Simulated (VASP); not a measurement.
# TiMoSe4 (P4/mmm) in VASP: further runs

The runs below take TiMoSe4 through single point, with PBE.

Program: VASP 6.6.1. These are calculated values, not measurements. Logs are shortened: lines on timing, memory, paths and dates and some standing lists are left out, and cuts for length are marked.

### Step 1. The cell of the first run

Symmetry: P4/mmm, No. 123, tetragonal system. Conventional cell: a = 3.860 Å, b = 3.860 Å, c = 9.627 Å, α = 90.00°, β = 90.00°, γ = 90.00°. Ti (site symmetry 4/mmm) has 2 Se at 2.63 Å and 4 Mo at 2.73 Å within 3.5 Å. Mo (site symmetry 4/mmm) has 2 Se at 2.50 Å and 4 Ti at 2.73 Å within 3.3 Å. Within 3.5 Å of Se (site symmetry 4mm) lie 1 Ti at 2.63 Å and 4 Se at 2.73 Å. Within 3.3 Å of Se (site symmetry 4mm) lie 1 Mo at 2.50 Å and 4 Se at 2.73 Å.

The cell was generated, and may not be a known phase.

### Step 2. Single point, PBE

The input, INCAR:

```
PREC = Accurate
ENCUT = 520
EDIFF = 1E-6
ISMEAR = 0
SIGMA = 0.1
LREAL = F
LASPH = T
NELM = 100
ALGO = Normal
ISIF = 2
LWAVE = F
LCHARG = T
GGA = PE
LELF = T
LVHAR = T
NBANDS = 34
```

The input, KPOINTS:

```
Automatic mesh
0
Gamma
  10 10 4
```

The input, POSCAR:

```
TiMoSe4
1.0
    3.8596524559      0.0000000000      0.0000000000
    0.0000000000      3.8596524559      0.0000000000
    0.0000000000      0.0000000000      9.6269473664
Ti Mo Se
1 1 4
Direct
    0.5000000000      0.5000000000      0.5000000000
    0.0000000000      0.0000000000      0.5000000000
    0.5000000000      0.5000000000      0.2269788507
    0.5000000000      0.5000000000      0.7730211493
    0.0000000000      0.0000000000      0.2404468592
    0.0000000000      0.0000000000      0.7595531408
```

Potentials or basis: VASP PAW PBE potentials, release 64 (Ti_sv, Mo_sv, Se).

Run with:

```console
cat potpaw_PBE.64/Ti_sv/POTCAR potpaw_PBE.64/Mo_sv/POTCAR potpaw_PBE.64/Se/POTCAR > POTCAR
mpirun -np 1 vasp_std > vasp.out
```

OUTCAR:

```text
PREC = Accurate
   ENCUT = 520
   EDIFF = 1E-6
   ISMEAR = 0
   LREAL = F
   LASPH = T
   NELM = 100
   ISIF = 2
   GGA = PE

 ion  position               nearest neighbor table
   1  0.500  0.500  0.500-   3 2.63   4 2.63   2 2.73   2 2.73   2 2.73   2 2.73
   2  0.000  0.000  0.500-   5 2.50   6 2.50   1 2.73   1 2.73   1 2.73   1 2.73
   3  0.500  0.500  0.227-   1 2.63   5 2.73   5 2.73   5 2.73   5 2.73
   4  0.500  0.500  0.773-   1 2.63   6 2.73   6 2.73   6 2.73   6 2.73
   5  0.000  0.000  0.240-   2 2.50   3 2.73   3 2.73   3 2.73   3 2.73
   6  0.000  0.000  0.760-   2 2.50   4 2.73   4 2.73   4 2.73   4 2.73

  LATTYP: Found a simple tetragonal cell.
 ALAT       =     3.8596524559
 C/A-ratio  =     2.4942523910

  Lattice vectors:

 A1 = (   3.8596524559,   0.0000000000,   0.0000000000)
 A2 = (   0.0000000000,   3.8596524559,   0.0000000000)
 A3 = (   0.0000000000,   0.0000000000,   9.6269473664)

Analysis of symmetry for initial positions (statically):
=====================================================================
 Subroutine PRICEL returns:
 Original cell was already a primitive cell.

 Routine SETGRP: Setting up the symmetry group for a
 simple tetragonal supercell.

 Subroutine GETGRP returns: Found 16 space group operations
 (whereof 16 operations were pure point group operations)
 out of a pool of 16 trial point group operations.

The static configuration has the point symmetry D_4h.

Analysis of symmetry for dynamics (positions and initial velocities):
=====================================================================
 Subroutine PRICEL returns:
 Original cell was already a primitive cell.

 Routine SETGRP: Setting up the symmetry group for a
 simple tetragonal supercell.

 Subroutine GETGRP returns: Found 16 space group operations
 (whereof 16 operations were pure point group operations)
 out of a pool of 16 trial point group operations.

The dynamic configuration has the point symmetry D_4h.

 Subroutine INISYM returns: Found 16 space group operations
 (whereof 16 operations are pure point group operations),
 and found     1 'primitive' translations

----------------------------------------------------------------------------------------

                                     Primitive cell

  volume of cell :     143.4118

  direct lattice vectors                    reciprocal lattice vectors
[... 97 lines left out ...]
   EDIFFG = 0.1E-04   stopping-criterion for IOM
   NSW    =      0    number of steps for IOM
   IBRION =     -1    ionic relax: 0-MD 1-quasi-New 2-CG
   NFREE  =      0    steps in history (QN), initial steepest desc. (CG)
   ISIF   =      2    stress and relaxation
   ISYM   =      2    0-nonsym 1-usesym 2-fastsym
   POTIM  = 0.5000    time-step for ionic-motion
   TEBEG  =    0.0;   TEEND  =   0.0 temperature during run
   PSTRESS=    0.0 pullay stress
   NELECT =      50.0000    total number of electrons
   NUPDOWN=      -1.0000    fix difference up-down
   EMIN   =  10.00;   EMAX   =-10.00  energy-range for DOS
   EFERMI =   0.00;   METHOD = LEGACY
   ISMEAR =     0;   SIGMA  =   0.10  broadening in eV -4-tet -1-fermi 0-gaus
   EFERMI_NEDOS =   21; number of points for ismear=-14 and -15
   IALGO  =     38    algorithm
   IMIX   =      4    mixing-type and parameters
     AMIX     =   0.40;   BMIX     =  1.00
     AMIX_MAG =   1.60;   BMIX_MAG =  1.00
  volume/ion in A,a.u.               =      23.90       161.30
  Fermi-wavevector in a.u.,A,eV,Ry     =   1.152223  2.177386 18.063334  1.327618
  Thomas-Fermi vector in A             =   2.288875
   LORBIT       =      0    0 simple, 1 ext, 2 COOP (PROOUT), +10 PAW based schemes
   GGA     = PE    functional components
   LHFCALC =     F    Hartree Fock is set to
   AEXX    =    0.0000 exact exchange contribution
   IVDW    =     0    specifies the selected vdW correction
   LEPSILON=     F    determine dielectric tensor
   LRPA    =     F    only Hartree local field effects (RPA)
 non-spin polarized calculation
 Gauss-broadening in eV      SIGMA  =   0.10
  energy-cutoff  :      520.00
  volume of cell :      143.41
 maximum number of plane-waves:      3888
 NGX is ok and might be reduce to    30
   NGX = 15   NGY = 15   NGZ = 35

 number of electron      50.0000011 magnetization

 Free energy of the ion-electron system (eV)
  ---------------------------------------------------
  ext. energy  EPLUGINS =         0.00000000
  ---------------------------------------------------
  free energy    TOTEN  =       -31.90009778 eV

  energy without entropy =      -31.87944630  energy(sigma->0) =      -31.88977204

 E-fermi :   4.5298     XC(G=0):  -9.5324

 val. band max:        4.5107180740   @ k =   0.2000   0.0000   0.0000
 cond. band min:       4.5455871793   @ k =   0.0000   0.0000   0.2500
 fundamental gap:      0.0348691053
 Fermi energy:         4.5297699035

 k-point     1 :       0.0000    0.0000    0.0000
  band No.  band energies     occupation
      1     -55.7495      2.00000
      2     -52.3598      2.00000
      3     -29.9949      2.00000
      4     -29.9094      2.00000
      5     -29.9094      2.00000
      6     -28.6560      2.00000
[... 877 lines left out ...]
     33       7.6245      0.00000
     34       7.7715      0.00000

 [... further k-points ...]

------------------------ aborting loop because EDIFF is reached ----------------------------------------

  FORCE on cell =-STRESS in cart. coord.  units (eV):
  Direction    XX          YY          ZZ          XY          YZ          ZX
  --------------------------------------------------------------------------------------
  -------------------------------------------------------------------------------------
  Total        0.0471203      0.0471203      0.0916814      0.0000000     -0.0000000      0.0000000
  in kB        0.5264212      0.5264212      1.0242523      0.0000000     -0.0000000      0.0000000
  external PRESSURE =       0.6923649 kB  Pullay stress =       0.0000000 kB

 VOLUME and BASIS-vectors are now :
 -----------------------------------------------------------------------------
  energy-cutoff  :      520.00
  volume of cell :      143.41
      direct lattice vectors                 reciprocal lattice vectors
     3.859652456  0.000000000  0.000000000     0.259090685  0.000000000  0.000000000
     0.000000000  3.859652456  0.000000000     0.000000000  0.259090685  0.000000000
     0.000000000  0.000000000  9.626947366     0.000000000  0.000000000  0.103875087

 POSITION                                       TOTAL-FORCE (eV/Angst)
 -----------------------------------------------------------------------------------
      1.92983      1.92983      4.81347         0.000000      0.000000      0.000000
      0.00000      0.00000      4.81347         0.000000      0.000000      0.000000
      1.92983      1.92983      2.18511         0.000000     -0.000000     -0.004809
      1.92983      1.92983      7.44183         0.000000     -0.000000      0.004809
      0.00000      0.00000      2.31477        -0.000000      0.000000     -0.015307
      0.00000      0.00000      7.31218        -0.000000      0.000000      0.015307
 -----------------------------------------------------------------------------------
    total drift:                                0.000000      0.000000      0.000000

  FREE ENERGIE OF THE ION-ELECTRON SYSTEM (eV)
  ---------------------------------------------------
  free  energy   TOTEN  =       -31.9000977829 eV

  energy  without entropy=      -31.8794463039  energy(sigma->0) =      -31.88977204
```

OSZICAR:

```text
N       E                     dE             d eps       ncg     rms          rms(c)
DAV:   1     0.492028041625E+03    0.49203E+03   -0.24860E+04  4452   0.140E+03
DAV:   2     0.132248564224E+02   -0.47880E+03   -0.45904E+03  4784   0.379E+02
DAV:   3    -0.305179461169E+02   -0.43743E+02   -0.41721E+02  6550   0.103E+02
DAV:   4    -0.337318398265E+02   -0.32139E+01   -0.31693E+01  6436   0.220E+01
DAV:   5    -0.338551563441E+02   -0.12332E+00   -0.12320E+00  5950   0.360E+00    0.142E+01
DAV:   6    -0.355217863328E+02   -0.16666E+01   -0.26385E+01  6058   0.250E+01    0.212E+01
DAV:   7    -0.324402956136E+02    0.30815E+01   -0.31170E+01  5838   0.276E+01    0.701E+00
DAV:   8    -0.320682954057E+02    0.37200E+00   -0.20077E+00  5486   0.885E+00    0.331E+00
DAV:   9    -0.319050318158E+02    0.16326E+00   -0.61380E-01  5742   0.355E+00    0.134E+00
DAV:  10    -0.319049311789E+02    0.10064E-03   -0.10235E-01  5960   0.190E+00    0.805E-01
DAV:  11    -0.319017036883E+02    0.32275E-02   -0.15792E-02  5578   0.737E-01    0.352E-01
DAV:  12    -0.319000020523E+02    0.17016E-02   -0.51191E-03  5966   0.405E-01    0.714E-02
DAV:  13    -0.319000996448E+02   -0.97593E-04   -0.25276E-04  5448   0.867E-02    0.577E-02
DAV:  14    -0.319000895838E+02    0.10061E-04   -0.18957E-04  5930   0.799E-02    0.891E-03
DAV:  15    -0.319000973034E+02   -0.77196E-05   -0.15251E-05  4622   0.200E-02    0.102E-02
DAV:  16    -0.319000977829E+02   -0.47950E-06   -0.20517E-06  3964   0.106E-02
   1 F= -.31900098E+02 E0= -.31889772E+02  d E =-.206515E-01
```

It took 3.6 min on 1 thread of Intel Xeon Platinum 8559C (Emerald Rapids), shared host; peak memory 0.44 GiB.

Results:

```
Free energy            : -31.9001 eV
Pressure               : 0.1 GPa
Largest force          : 0.015 eV/Å
Band gap on the k mesh : zero (bands 25 and 26 overlap by 1.85 eV)
```

Forces on the atoms (eV/Å):
```
Ti   0.000  0.000  0.000
Mo   0.000  0.000  0.000
Se   0.000  0.000 -0.005
Se   0.000  0.000  0.005
Se   0.000  0.000 -0.015
Se   0.000  0.000  0.015
```

Levels at points of the mesh, in eV from the Fermi level:
| k point | band 21 | band 22 | band 23 | band 24 | band 25 | band 26 | band 27 | band 28 | band 29 | band 30 |
| --- | --- | --- | --- | --- | --- | --- | --- | --- | --- | --- |
| (0.00, 0.00, 0.00) | -1.80 | -1.58 | -0.11 | -0.11 | 0.13 | 1.69 | 1.69 | 2.20 | 2.73 | 2.73 |
| (0.50, 0.00, 0.00) | -2.04 | -1.99 | -1.77 | -1.65 | -0.65 | -0.12 | 0.02 | 0.90 | 0.91 | 1.00 |
| (0.50, 0.50, 0.00) | -1.53 | -1.15 | -1.15 | -1.11 | 1.31 | 1.54 | 1.54 | 1.81 | 2.30 | 2.30 |
| (0.00, 0.00, 0.50) | -1.80 | -1.40 | -0.13 | -0.13 | -0.10 | 1.69 | 1.69 | 2.75 | 2.75 | 3.38 |
| (0.50, 0.00, 0.50) | -2.01 | -1.95 | -1.84 | -1.80 | -0.62 | -0.10 | 0.03 | 0.80 | 0.91 | 0.99 |
| (0.50, 0.50, 0.50) | -1.49 | -1.19 | -1.19 | -1.11 | 1.31 | 1.66 | 1.66 | 1.81 | 2.30 | 2.30 |

Caveat: this functional lacks dispersion, which binds layers or chains, so the pressure and a relaxed spacing across them are unreliable.

[end of part 1 of 2]

The gap in the log of VASP goes by the Fermi energy; the results here count the filled bands.